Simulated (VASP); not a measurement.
# Pd (Fm-3m) in VASP: a series of runs, part 2 of 2

VASP 6.6.1.

### Step 5. Single point, PBE (volume scaled by 1.10)

INCAR

```
PREC = Accurate
ENCUT = 520
EDIFF = 1E-6
ISMEAR = 0
SIGMA = 0.1
LREAL = False
LASPH = True
NELM = 60
ALGO = Fast
ISIF = 2
LWAVE = False
LCHARG = False
GGA = PE
NBANDS = 11
```

KPOINTS

```
regular mesh
0
Gamma
  18 18 18
```

POSCAR

```
Pd
1.0
    0.0000000000      2.0348180437      2.0348180437
    2.0348180437      0.0000000000      2.0348180437
    2.0348180437      2.0348180437      0.0000000000
Pd
1
Direct
    0.0000000000      0.0000000000      0.0000000000
```

Potentials or basis: VASP PAW PBE potentials, release 64 (Pd).

The run is started by

```
> cat potpaw_PBE.64/Pd/POTCAR > POTCAR
> mpirun -np 1 vasp_std > vasp.out
```

OUTCAR:

```text
PREC = Accurate
   ENCUT = 520
   EDIFF = 1E-6
   ISMEAR = 0
   LREAL = False
   LASPH = True
   NELM = 60
   ISIF = 2
   GGA = PE

 ion  position               nearest neighbor table
   1  0.000  0.000  0.000-

  LATTYP: Found a face centered cubic cell.
 ALAT       =     4.0696360874

  Lattice vectors:

 A1 = (   0.0000000000,   2.0348180437,   2.0348180437)
 A2 = (   2.0348180437,   0.0000000000,   2.0348180437)
 A3 = (   2.0348180437,   2.0348180437,   0.0000000000)

[... 517 lines left out ...]
     11      31.0423      0.00000

 [... further k-points ...]

------------------------ aborting loop because EDIFF is reached ----------------------------------------

  FORCE on cell =-STRESS in cart. coord.  units (eV):
  Direction    XX          YY          ZZ          XY          YZ          ZX
  --------------------------------------------------------------------------------------
  -------------------------------------------------------------------------------------
  Total       -1.3133257     -1.3133257     -1.3133257     -0.0000000      0.0000000      0.0000000
  in kB     -124.8752241   -124.8752241   -124.8752241     -0.0000000      0.0000000      0.0000000
  external PRESSURE =    -124.8752241 kB  Pullay stress =       0.0000000 kB

 VOLUME and BASIS-vectors are now :
 -----------------------------------------------------------------------------
  energy-cutoff  :      520.00
  volume of cell :       16.85
      direct lattice vectors                 reciprocal lattice vectors
     0.000000000  2.034818044  2.034818044    -0.245722217  0.245722217  0.245722217
     2.034818044  0.000000000  2.034818044     0.245722217 -0.245722217  0.245722217
     2.034818044  2.034818044  0.000000000     0.245722217  0.245722217 -0.245722217

 POSITION                                       TOTAL-FORCE (eV/Angst)
 -----------------------------------------------------------------------------------
      0.00000      0.00000      0.00000         0.000000      0.000000      0.000000
 -----------------------------------------------------------------------------------
    total drift:                               -0.000000      0.000000     -0.000000

  FREE ENERGIE OF THE ION-ELECTRON SYSTEM (eV)
  ---------------------------------------------------
  free  energy   TOTEN  =        -5.1588991296 eV

  energy  without entropy=       -5.1450454823  energy(sigma->0) =       -5.15197231
```

stdout:

```text
POSCAR found type information on POSCAR Pd
 POSCAR found :  1 types and       1 ions
 scaLAPACK will be used
 LDA part: xc-table for (Slater+PW92), standard interpolation
 POSCAR, INCAR and KPOINTS ok, starting setup
 FFT: planning ... GRIDC
 FFT: planning ... GRID_SOFT
 FFT: planning ... GRID
 WAVECAR not read
 entering main loop
```

Wall time 29 s (1 thread of Intel Xeon Platinum 8488C (Sapphire Rapids), shared host); peak memory 0.16 GiB.

What came out:

| Quantity | Value |
| --- | --- |
| Free energy | -5.1589 eV |
| Pressure | -12.5 GPa |
| Band gap on the k mesh | zero (band 5 reaches 7.91 eV, above the bottom of band 6 at 6.65 eV) |

Caveat: the cell differs from its parent crystal (volume scaled by 1.10).

### Step 6. Single point, PBE+U

This run uses another cell than the first one, of 15.32 Å³/atom, 1.064 times its volume.

INCAR

```
SYSTEM = Pd
  PREC = Accurate
  ENCUT = 500
  EDIFF = 1E-6
  ISMEAR = 0
  SIGMA = 0.1
  LREAL = .FALSE.
  LASPH = .TRUE.
  NELM = 200
  ALGO = Normal
  ISIF = 2
  LWAVE = .FALSE.
  LCHARG = .FALSE.
  LMAXMIX = 4
  LDAU = .TRUE.
  LDAUTYPE = 2
  LDAUL = 2
  LDAUU = 3
  LDAUJ = 0
  LDAUPRINT = 1
  GGA = PE
  NBANDS = 11
  GGA_COMPAT = .FALSE.
```

KPOINTS

```
regular mesh
0
G
  18 18 18
  0 0 0
```

POSCAR

```
Pd
1.0
    0.0000000000      1.9711878716      1.9711878716
    1.9711878716      0.0000000000      1.9711878716
    1.9711878716      1.9711878716      0.0000000000
Pd
1
Direct
    0.0000000000      0.0000000000      0.0000000000
```

Potentials or basis: VASP PAW PBE potentials, release 64 (Pd).

The run is started by

```
> cat potpaw_PBE.64/Pd/POTCAR > POTCAR
> mpirun -np 1 vasp_std > vasp.out
```

Wall time 12 s (1 thread of Intel Xeon Platinum 8559C (Emerald Rapids), shared host); peak memory 0.14 GiB.

The run converged. Its results:

| Item | Value |
| --- | --- |
| Free energy | -3.4727 eV |
| Pressure | -5.8 GPa |
| Band gap on the k mesh | zero (band 5 reaches 8.59 eV, above the bottom of band 6 at 6.91 eV) |

Levels at points of the mesh, in eV from the Fermi level:
```
           k point  band 1  band 2  band 3  band 4  band 5  band 6  band 7  band 8  band 9  band 10
(0.00, 0.00, 0.00)   -5.94   -2.67   -2.67   -2.67   -1.34   -1.34   18.08   22.63   22.63    22.63
(0.50, 0.00, 0.00)   -4.83   -2.82   -2.82   -0.07   -0.07    2.01    7.55   17.41   21.66    21.66
(0.50, 0.50, 0.00)   -5.16   -4.82   -0.22    0.30    0.30    4.28   10.76   13.92   13.92    20.66
```

Eigenvalues of the final occupation matrices:
```csv
site,spin,trace,eigenvalues
site 1 d,1,4.40,0.85 0.85 0.85 0.92 0.92
site 1 d,2,4.40,0.85 0.85 0.85 0.92 0.92
```

Caveat: U without spin polarisation on a metal has little footing; the U is typed as a test and isn't derived for this compound.

### Step 7. Single point, PBE

This run uses another cell than the first one: it holds 3 atoms, not 1.

INCAR

```
ALGO = Normal
EDIFF = 1E-6
ENCUT = 500
GGA = PE
GGA_COMPAT = False
ISIF = 2
ISMEAR = 0
LASPH = True
LCHARG = False
LREAL = False
LWAVE = False
NBANDS = 22
NELM = 120
PREC = Accurate
SIGMA = 0.1
```

KPOINTS

```
k-points
0
Gamma
  12 12 6
```

POSCAR

```
Pd
1.0
    2.7876806257      0.0000000000      0.0000000000
   -1.3938403129      2.4142022395      0.0000000000
    0.0000000000      0.0000000000      6.8283950989
Pd
3
Direct
    0.0000000000      0.0000000000      0.0000000000
    0.3333333333      0.6666666667      0.3333333333
    0.6666666667      0.3333333333      0.6666666667
```

The run is started by

```
> cat potpaw_PBE.64/Pd/POTCAR > POTCAR
> mpirun -np 1 vasp_std > vasp.out
```

Run time: 62 s. Hardware: 1 thread of AMD EPYC 7R43 (Zen 3), shared host; peak memory 0.17 GiB.

It converged, with:

- Free energy: -15.6745 eV
- Pressure: -0.3 GPa
- Band gap on the k mesh: zero (band 15 reaches 9.42 eV, above the bottom of band 16 at 8.30 eV)

Levels at points of the mesh, in eV from the Fermi level:
```tsv
k point	band 12	band 13	band 14	band 15	band 16	band 17	band 18	band 19
(0.00, 0.00, 0.00)	-1.58	-1.14	-1.14	-0.58	-0.58	-0.58	-0.58	11.16
(0.50, 0.00, 0.00)	0.03	0.03	0.28	0.28	3.02	3.02	3.37	7.85
(0.00, 0.00, 0.50)	-1.20	-1.20	-1.20	-1.20	-0.02	-0.02	1.11	7.04
(0.50, 0.00, 0.50)	-0.02	-0.01	0.13	0.13	1.12	3.77	3.77	7.04
```

### Step 8. Overview

```tsv
level	U	cell	k mesh	cutoff (eV)	gap on the mesh (eV)	pressure (GPa)
PBE	-	a = 2.731 Å, angles 60.0°, 1 atom	18 × 18 × 18	520	none	11.9
PBE	-	a = 2.788 Å, angles 60.0°, 1 atom	18 × 18 × 18	520	none	-0.2
PBE	-	a = 2.815 Å, angles 60.0°, 1 atom	18 × 18 × 18	520	none	-4.8
PBE	-	a = 2.878 Å, angles 60.0°, 1 atom	18 × 18 × 18	520	none	-12.5
PBE+U	Pd d U = 3.0 eV	a = 2.788 Å, angles 60.0°, 1 atom	18 × 18 × 18	500	none	-5.8
PBE	-	a = 2.788, b = 2.788, c = 6.828 Å, angles 90.0, 90.0, 120.0°, 3 atoms	12 × 12 × 6	500	none	-0.3
```

Alike in all rows: task single point; potentials or basis VASP PAW PBE potentials, release 64 (Pd); no spin polarisation; smearing gaussian 0.1 eV.

Caveats: U without spin polarisation on a metal has little footing (some runs); the U is typed as a test and isn't derived for this compound (some runs).

Total energies depend on the potentials used, so only differences within one code and one set of settings carry meaning.
